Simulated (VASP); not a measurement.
# W: single point with PBEsol

W:

```
W
1.0
     5.03204    0.00000    0.00000
     0.00000    5.03204    0.00000
     0.00000    0.00000    5.03204
W
8
Direct
  0.00447 0.00000 0.00000
  0.50447 0.50000 0.50000
  0.00820 0.50000 0.25000
  0.00820 0.50000 0.75000
  0.22913 0.00000 0.50000
  0.72913 0.00000 0.50000
  0.50820 0.75000 0.00000
  0.50820 0.25000 0.00000
```

This cell differs from its parent crystal: atoms displaced along a vibrational mode.

- Program: VASP 6.6.1
- Task: single point
- Functional: PBEsol
- Potentials or basis: VASP PAW PBE potentials, release 64 (W_sv)
- Cutoff: 520 eV
- k mesh: 8 × 8 × 8
- Occupations: gaussian, width 0.15 eV
- Spin: no spin polarisation

```
Pressure               : 1.1 GPa
Largest force          : 0.737 eV/Å
Band gap on the k mesh : zero (bands 56 and 57 overlap by 0.92 eV)
```

Forces in eV/Å, atoms in the order of the input:
```
W   -0.160  0.000  0.000
W   -0.160  0.000  0.000
W   -0.289  0.000 -0.003
W   -0.289  0.000  0.003
W    0.737  0.000  0.000
W    0.737  0.000  0.000
W   -0.289 -0.003  0.000
W   -0.289  0.003  0.000
```

Stress tensor (GPa, compression positive):
```
1.25 0.00 0.00
0.00 1.07 0.00
0.00 0.00 1.07
```

Levels at points of the mesh, in eV from the Fermi level:
```csv
k point,band 52,band 53,band 54,band 55,band 56,band 57,band 58,band 59,band 60,band 61
"(0.00, 0.00, 0.00)",-1.92,-1.55,-1.52,-0.53,-0.49,-0.49,1.32,1.64,1.65,1.65
"(0.50, 0.00, 0.00)",-1.23,-1.13,-1.13,-0.93,-0.93,0.60,0.60,0.76,0.76,1.14
"(0.00, 0.50, 0.00)",-1.26,-1.15,-1.12,-0.92,-0.91,0.49,0.56,0.82,0.82,1.21
"(0.50, 0.50, 0.00)",-1.60,-1.13,-0.96,-0.91,0.15,0.27,0.36,0.58,1.05,1.08
"(0.00, 0.50, 0.50)",-1.66,-1.29,-0.95,-0.95,0.27,0.27,0.29,0.58,0.98,1.06
"(0.50, 0.50, 0.50)",-1.38,-1.37,-1.37,-1.37,-1.37,1.36,1.36,1.36,1.36,1.37
```

It took 9.2 min on 1 × NVIDIA H100 80GB with 1 thread of AMD EPYC 7R13 Processor (Zen 3), on a shared host, peak memory 1.6 GiB.

Caveat: the cell differs from its parent crystal (atoms displaced along a vibrational mode); the PAW data sets were made with another functional, which shifts forces and pressure a little; spin-orbit coupling is left out, which moves the levels of the heavy elements.
